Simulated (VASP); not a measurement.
Crystal: BN.

```
B N
1.0
     1.25012    0.72176    3.25333
    -1.25012    0.72176    3.25333
     0.00000   -1.44352    3.25333
B N
1 1
Direct
  0.99969 0.99969 0.99969
  0.33274 0.33274 0.33274
```

Base run:

| Item | Value |
| --- | --- |
| Program | VASP 6.6.1 |
| Functional | PBE |
| Potentials or basis | VASP PAW PBE potentials, release 64 (B, N) |
| Cutoff | 520 eV |
| k mesh | 12 × 12 × 12 |
| Occupations | gaussian, width 0.01 eV |
| Spin | no spin polarisation |

Its results: band gap on the k mesh 4.22 eV (least direct gap 4.71 eV); pressure 4.7 GPa.

Task: The run is repeated on the same cell with these changes: functional from PBE to r2SCAN; further incar settings from ALGO = Normal; EDIFF = 1e-06; NBANDS = 11 to ALGO = Normal; EDIFF = 1e-07; NBANDS = 11. What comes out?

Result: Band gap on the k mesh 4.76 eV (least direct gap 5.41 eV); pressure 1.1 GPa.

Caveats: the cell stands under pressure (at least some runs); the PAW data sets were made with another functional, which shifts forces and pressure a little (at least some runs).

A k mesh can miss the band edges.
